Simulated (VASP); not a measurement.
# Au (Fm-3m) in VASP: further runs

Au is run at these levels: PBEsol; tasks: single point.

All numbers are computed with VASP 6.6.1; they aren't measurements. Logs are shortened: lines on timing, memory, paths and dates and some standing lists are left out, and cuts for length are marked.

### 1 The cell of the first run

It takes space group Fm-3m (No. 225, cubic). The conventional cell has a = 4.084 Å, b = 4.084 Å, c = 4.084 Å, α = 90.00°, β = 90.00°, γ = 90.00°. Au (site symmetry m-3m) has 12 Au at 2.89 Å within 3.8 Å.

### 2 Single point, PBEsol

INCAR

```
PREC = Accurate
ENCUT = 520
EDIFF = 1E-6
ISMEAR = 0
SIGMA = 0.1
LREAL = F
LASPH = T
NELM = 100
ALGO = Normal
ISIF = 2
LWAVE = F
LCHARG = T
GGA = PS
LELF = T
LVHAR = T
NBANDS = 12
```

KPOINTS

```
Automatic mesh
0
Gamma
  18 18 18
```

POSCAR

```
Au
1.0
    0.0000000000      2.0418614858      2.0418614858
    2.0418614858      0.0000000000      2.0418614858
    2.0418614858      2.0418614858      0.0000000000
Au
1
Direct
    0.0000000000      0.0000000000      0.0000000000
```

Potentials or basis: VASP PAW PBE potentials, release 64 (Au).

Launch:

```bash
$ cat potpaw_PBE.64/Au/POTCAR > POTCAR
$ mpirun -np 1 vasp_std > vasp.out
```

OUTCAR:

```text
PREC = Accurate
   ENCUT = 520
   EDIFF = 1E-6
   ISMEAR = 0
   LREAL = F
   LASPH = T
   NELM = 100
   ISIF = 2
   GGA = PS

 ion  position               nearest neighbor table
   1  0.000  0.000  0.000-

  LATTYP: Found a face centered cubic cell.
 ALAT       =     4.0837229716

  Lattice vectors:

 A1 = (   0.0000000000,   2.0418614858,   2.0418614858)
 A2 = (   2.0418614858,   0.0000000000,   2.0418614858)
 A3 = (   2.0418614858,   2.0418614858,   0.0000000000)

Analysis of symmetry for initial positions (statically):
=====================================================================
 Subroutine PRICEL returns:
 Original cell was already a primitive cell.

 Routine SETGRP: Setting up the symmetry group for a
 face centered cubic supercell.

 Subroutine GETGRP returns: Found 48 space group operations
 (whereof 48 operations were pure point group operations)
 out of a pool of 48 trial point group operations.

The static configuration has the point symmetry O_h .

Analysis of symmetry for dynamics (positions and initial velocities):
=====================================================================
 Subroutine PRICEL returns:
 Original cell was already a primitive cell.

 Routine SETGRP: Setting up the symmetry group for a
 face centered cubic supercell.

 Subroutine GETGRP returns: Found 48 space group operations
 (whereof 48 operations were pure point group operations)
 out of a pool of 48 trial point group operations.

The dynamic configuration has the point symmetry O_h .

 Subroutine INISYM returns: Found 48 space group operations
 (whereof 48 operations are pure point group operations),
 and found     1 'primitive' translations

----------------------------------------------------------------------------------------

                                     Primitive cell

  volume of cell :      17.0259

  direct lattice vectors                    reciprocal lattice vectors
     0.000000000  2.041861486  2.041861486    -0.244874593  0.244874593  0.244874593
     2.041861486  0.000000000  2.041861486     0.244874593 -0.244874593  0.244874593
     2.041861486  2.041861486  0.000000000     0.244874593  0.244874593 -0.244874593

  length of vectors
     2.887628206  2.887628206  2.887628206     0.424135236  0.424135236  0.424135236

  position of ions in fractional coordinates (direct lattice)
     0.000000000  0.000000000  0.000000000

  ion indices of the primitive-cell ions
   primitive index   ion index
                 1           1

----------------------------------------------------------------------------------------

 KPOINTS: Automatic mesh

Automatic generation of k-mesh.
 Grid dimensions read from file:
 generate k-points for:   18   18   18

 Generating k-lattice:

  Cartesian coordinates                     Fractional coordinates (reciprocal lattice)
    -0.013604144  0.013604144  0.013604144     0.055555556  0.000000000  0.000000000
     0.013604144 -0.013604144  0.013604144     0.000000000  0.055555556  0.000000000
     0.013604144  0.013604144 -0.013604144     0.000000000  0.000000000  0.055555556

  Length of vectors
     0.023563069  0.023563069  0.023563069

  Shift w.r.t. Gamma in fractional coordinates (k-lattice)
     0.000000000  0.000000000  0.000000000

 Subroutine IBZKPT returns following result:
 ===========================================

 Found    195 irreducible k-points:

 Following reciprocal coordinates:
            Coordinates               Weight
  0.000000  0.000000  0.000000      1.000000
  0.055556  0.000000  0.000000      8.000000
  0.111111  0.000000  0.000000      8.000000
  0.166667  0.000000  0.000000      8.000000
  0.222222  0.000000  0.000000      8.000000
  0.277778  0.000000  0.000000      8.000000
[... 16 lines left out ...]
 -0.277778  0.055556  0.000000     24.000000
 -0.222222  0.055556  0.000000     24.000000
 [... further k-points ...]
   k-points           NKPTS =    195   k-points in BZ     NKDIM =    195   number of bands    NBANDS=     12
   number of dos      NEDOS =    301   number of ions     NIONS =      1
   total plane-waves  NPLWV =  13824
   dimension x,y,z NGX =    24 NGY =   24 NGZ =   24
   dimension x,y,z NGXF=    48 NGYF=   48 NGZF=   48
   ions per type =               1
   NGX,Y,Z   is equivalent  to a cutoff of  13.82, 13.82, 13.82 a.u.
   NGXF,Y,Z  is equivalent  to a cutoff of  27.63, 27.63, 27.63 a.u.
 SYSTEM =  unknown system
   PREC   = accura    normal or accurate (medium, high low for compatibility)
   ISTART =      0    job   : 0-new  1-cont  2-samecut
   ICHARG =      2    charge: 1-file 2-atom 10-const
   ISPIN  =      1    spin polarized calculation?
   LNONCOLLINEAR =      F non collinear calculations
   LSORBIT =      F    spin-orbit coupling
   LASPH  =      T    aspherical Exc in radial PAW
   ENCUT  =  520.0 eV  38.22 Ry    6.18 a.u.   5.37  5.37  5.37*2*pi/ulx,y,z
   NELM   =    100;   NELMIN=  2; NELMDL= -5     # of ELM steps
   EDIFF  = 0.1E-05   stopping-criterion for ELM
   LREAL  =      F    real-space projection
   EDIFFG = 0.1E-04   stopping-criterion for IOM
   NSW    =      0    number of steps for IOM
   IBRION =     -1    ionic relax: 0-MD 1-quasi-New 2-CG
   NFREE  =      0    steps in history (QN), initial steepest desc. (CG)
   ISIF   =      2    stress and relaxation
   ISYM   =      2    0-nonsym 1-usesym 2-fastsym
   POTIM  = 0.5000    time-step for ionic-motion
   TEBEG  =    0.0;   TEEND  =   0.0 temperature during run
   PSTRESS=    0.0 pullay stress
   NELECT =      11.0000    total number of electrons
   NUPDOWN=      -1.0000    fix difference up-down
   EMIN   =  10.00;   EMAX   =-10.00  energy-range for DOS
   EFERMI =   0.00;   METHOD = LEGACY
   ISMEAR =     0;   SIGMA  =   0.10  broadening in eV -4-tet -1-fermi 0-gaus
   EFERMI_NEDOS =   21; number of points for ismear=-14 and -15
   IALGO  =     38    algorithm
   IMIX   =      4    mixing-type and parameters
     AMIX     =   0.40;   BMIX     =  1.00
     AMIX_MAG =   1.60;   BMIX_MAG =  1.00
  volume/ion in A,a.u.               =      17.03       114.90
  Fermi-wavevector in a.u.,A,eV,Ry     =   1.415260  2.674453 27.251923  2.002960
  Thomas-Fermi vector in A             =   2.536717
   LORBIT       =      0    0 simple, 1 ext, 2 COOP (PROOUT), +10 PAW based schemes
   GGA     = PS    functional components
   LHFCALC =     F    Hartree Fock is set to
   AEXX    =    0.0000 exact exchange contribution
   IVDW    =     0    specifies the selected vdW correction
   LEPSILON=     F    determine dielectric tensor
   LRPA    =     F    only Hartree local field effects (RPA)
 non-spin polarized calculation
 Gauss-broadening in eV      SIGMA  =   0.10
  energy-cutoff  :      520.00
  volume of cell :       17.03
 maximum number of plane-waves:       473
 NGX is ok and might be reduce to    24
   NGX = 11   NGY = 11   NGZ = 11

 number of electron      11.0000000 magnetization

 Free energy of the ion-electron system (eV)
  ---------------------------------------------------
  ext. energy  EPLUGINS =         0.00000000
  ---------------------------------------------------
  free energy    TOTEN  =        -3.92508138 eV

  energy without entropy =       -3.92365995  energy(sigma->0) =       -3.92437066

 E-fermi :   9.2636     XC(G=0): -12.8899

 val. band max:        9.2614359118   @ k =   0.5000   0.1667   0.0556
 cond. band min:       9.2684953723   @ k =   0.5000   0.2778   0.1111
 fundamental gap:      0.0070594605
 Fermi energy:         9.2636404480

 k-point     1 :       0.0000    0.0000    0.0000
  band No.  band energies     occupation
      1      -0.6369      2.00000
      2       4.6113      2.00000
      3       4.6113      2.00000
      4       4.6113      2.00000
      5       6.1440      2.00000
      6       6.1440      2.00000
      7      23.7924      0.00000
      8      27.7923      0.00000
      9      27.7923      0.00000
     10      27.7923      0.00000
     11      32.6614      0.00000
     12      37.3359      0.00000

 k-point     2 :       0.0556    0.0000    0.0000
  band No.  band energies     occupation
      1      -0.5288      2.00000
      2       4.5751      2.00000
      3       4.6490      2.00000
      4       4.6490      2.00000
      5       6.1266      2.00000
      6       6.1266      2.00000
      7      23.9219      0.00000
      8      27.0745      0.00000
      9      27.9216      0.00000
     10      27.9216      0.00000
     11      33.2790      0.00000
     12      35.9900      0.00000

 k-point     3 :       0.1111    0.0000    0.0000
  band No.  band energies     occupation
      1      -0.2131      2.00000
      2       4.4831      2.00000
      3       4.7474      2.00000
      4       4.7474      2.00000
      5       6.0910      2.00000
      6       6.0910      2.00000
      7      24.2157      0.00000
      8      25.5946      0.00000
      9      28.2871      0.00000
     10      28.2871      0.00000
     11      33.0571      0.00000
     12      35.3552      0.00000
[... 286 lines left out ...]
 k-point    23 :      -0.2778    0.0556    0.0000
  band No.  band energies     occupation
      1       1.6714      2.00000
      2       4.6364      2.00000
      3       4.8652      2.00000
      4       4.8833      2.00000
      5       6.3298      2.00000
      6       6.8627      2.00000
      7      18.6574      0.00000
      8      24.4873      0.00000
      9      27.2043      0.00000
     10      29.8270      0.00000
     11      30.8625      0.00000
     12      32.3577      0.00000

 k-point    24 :      -0.2222    0.0556    0.0000
  band No.  band energies     occupation
      1       1.1671      2.00000
      2       4.3336      2.00000
      3       4.9181      2.00000
      4       4.9572      2.00000
      5       6.0459      2.00000
      6       6.5306      2.00000
      7      20.8471      0.00000
      8      24.8800      0.00000
      9      27.8109      0.00000
     10      30.0835      0.00000
     11      30.6911      0.00000
     12      32.1317      0.00000

 [... further k-points ...]

------------------------ aborting loop because EDIFF is reached ----------------------------------------

  FORCE on cell =-STRESS in cart. coord.  units (eV):
  Direction    XX          YY          ZZ          XY          YZ          ZX
  --------------------------------------------------------------------------------------
  -------------------------------------------------------------------------------------
  Total       -0.0315168     -0.0315168     -0.0315168     -0.0000000      0.0000000      0.0000000
  in kB       -2.9658130     -2.9658130     -2.9658130     -0.0000000      0.0000000      0.0000000
  external PRESSURE =      -2.9658130 kB  Pullay stress =       0.0000000 kB

 VOLUME and BASIS-vectors are now :
 -----------------------------------------------------------------------------
  energy-cutoff  :      520.00
  volume of cell :       17.03
      direct lattice vectors                 reciprocal lattice vectors
     0.000000000  2.041861486  2.041861486    -0.244874593  0.244874593  0.244874593
     2.041861486  0.000000000  2.041861486     0.244874593 -0.244874593  0.244874593
     2.041861486  2.041861486  0.000000000     0.244874593  0.244874593 -0.244874593

 POSITION                                       TOTAL-FORCE (eV/Angst)
 -----------------------------------------------------------------------------------
      0.00000      0.00000      0.00000         0.000000      0.000000      0.000000
 -----------------------------------------------------------------------------------
    total drift:                               -0.000000      0.000000      0.000000

  FREE ENERGIE OF THE ION-ELECTRON SYSTEM (eV)
  ---------------------------------------------------
  free  energy   TOTEN  =        -3.9250813783 eV

  energy  without entropy=       -3.9236599467  energy(sigma->0) =       -3.92437066
```

It took 19 s on 1 thread of Intel Xeon 6975P-C, shared host; peak memory 0.17 GiB.

Results:

```
Free energy : -3.9251 eV
Pressure    : -0.3 GPa
```

Levels at points of the mesh, in eV from the Fermi level:
```
           k point  band 2  band 3  band 4  band 5  band 6  band 7  band 8  band 9  band 10  band 11
(0.00, 0.00, 0.00)   -4.65   -4.65   -4.65   -3.12   -3.12   14.53   18.53   18.53    18.53    23.40
(0.50, 0.00, 0.00)   -4.69   -4.69   -1.91   -1.91   -1.00    3.09   13.97   17.13    17.13    24.93
(0.50, 0.50, 0.00)   -6.73   -1.96   -1.59   -1.59    0.98    5.78    9.99    9.99    17.20    19.83
```

Caveat: the PAW data sets were made with another functional, which shifts forces and pressure a little; spin-orbit coupling is left out, which moves the levels of the heavy elements.

(Continued in part 2 of 2.)
